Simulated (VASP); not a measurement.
Set up this calculation in VASP 6.6.1, as the native input.

```
Task                               : G0W0 quasiparticle levels
Functional                         : HSE06
Potentials or basis                : VASP PAW PBE potentials, release 64 (K_sv_GW, I_GW)
Cutoff                             : 500 eV
k mesh                             : 2 × 2 × 2
Occupations                        : gaussian, width 0.01 eV
Spin                               : no spin polarisation
Dipole correction                  : no
GW scheme                          : G0W0
GW iterations                      : 1
Cutoff of the response function    : 110
Frequency points                   : 96
Empty bands                        : 90
Grid for exact exchange (PRECFOCK) : Fast
Further INCAR settings             : ALGO = EVGW0; EDIFF = 1e-08; NBANDS = 98
Share of exact exchange            : 0.25
Screening parameter                : 0.2 1/Å
```

Crystal: KI.

```
CELL_PARAMETERS angstrom
0.00000 3.54428 3.54428
3.54428 0.00000 3.54428
3.54428 3.54428 0.00000
ATOMIC_POSITIONS crystal
K 0.00000 0.00000 0.00000
I 0.50000 0.50000 0.50000
```

These files were run (other wordings do the same):

POSCAR

```
KI
1.0
    0.0000000000      3.5442842980      3.5442842980
    3.5442842980      0.0000000000      3.5442842980
    3.5442842980      3.5442842980      0.0000000000
K I
1 1
Direct
    0.0000000000      0.0000000000      0.0000000000
    0.5000000000      0.5000000000      0.5000000000
```

INCAR.step1

```
PREC = Accurate
ENCUT = 500
EDIFF = 1E-5
ISMEAR = 0
SIGMA = 0.02
LREAL = False
LASPH = True
NELM = 60
ALGO = Normal
ISIF = 2
LWAVE = True
LCHARG = False
GGA = PE
```

INCAR.step2

```
PREC = Accurate
ENCUT = 500
EDIFF = 1E-8
ISMEAR = 0
SIGMA = 0.01
LREAL = False
LASPH = True
NELM = 60
ALGO = Normal
LWAVE = True
LCHARG = False
GGA = PE
LHFCALC = True
HFSCREEN = 0.2
PRECFOCK = Fast
ISTART = 1
```

INCAR.step3

```
PREC = Accurate
ENCUT = 500
EDIFF = 1E-8
ISMEAR = 0
SIGMA = 0.01
LREAL = False
LASPH = True
NELM = 1
ALGO = Exact
LWAVE = True
LCHARG = False
GGA = PE
LHFCALC = True
HFSCREEN = 0.2
PRECFOCK = Fast
ISTART = 1
NBANDS = 98
LOPTICS = True
```

INCAR.step4

```
PREC = Accurate
ENCUT = 500
EDIFF = 1E-8
ISMEAR = 0
SIGMA = 0.01
LREAL = False
LASPH = True
ALGO = EVGW0
LWAVE = False
LCHARG = False
GGA = PE
LHFCALC = True
HFSCREEN = 0.2
PRECFOCK = Fast
ISTART = 1
NELMGW = 1
NBANDS = 98
ENCUTGW = 110.0
NOMEGA = 96
NBANDSGW = 16
OMEGAMAX = 20
```

KPOINTS

```
Automatic mesh
0
Gamma
  2 2 2
```

Potentials or basis: VASP PAW PBE potentials, release 64 (K_sv_GW, I_GW).

Launch:

```console
$ cat potpaw_PBE.64/K_sv_GW/POTCAR potpaw_PBE.64/I_GW/POTCAR > POTCAR
$ cp INCAR.step1 INCAR
$ mpirun -np 1 vasp_std > vasp.out
$ cp INCAR.step2 INCAR
$ mpirun -np 1 vasp_std > vasp.out
$ cp INCAR.step3 INCAR
$ mpirun -np 1 vasp_std > vasp.out
$ cp INCAR.step4 INCAR
$ mpirun -np 1 vasp_std > vasp.out
```

Results of the run:

- Quasiparticle gap: 6.40 eV
- Least direct quasiparticle gap: 6.40 eV
- Band gap of the starting levels on the mesh: 4.98 eV
- Least direct gap of the starting levels on the mesh: 4.98 eV

Caveat: the k points lie up to 0.77 Å⁻¹ apart; bands, screening cutoff and mesh are small and nothing is extrapolated, so the quasiparticle values aren't converged; spin-orbit coupling is left out, which moves the levels of the heavy elements.

It took 3.1 min on 1 thread of Intel(R) Xeon(R) 6975P-C (Granite Rapids), on a shared host, peak memory 1.1 GiB.
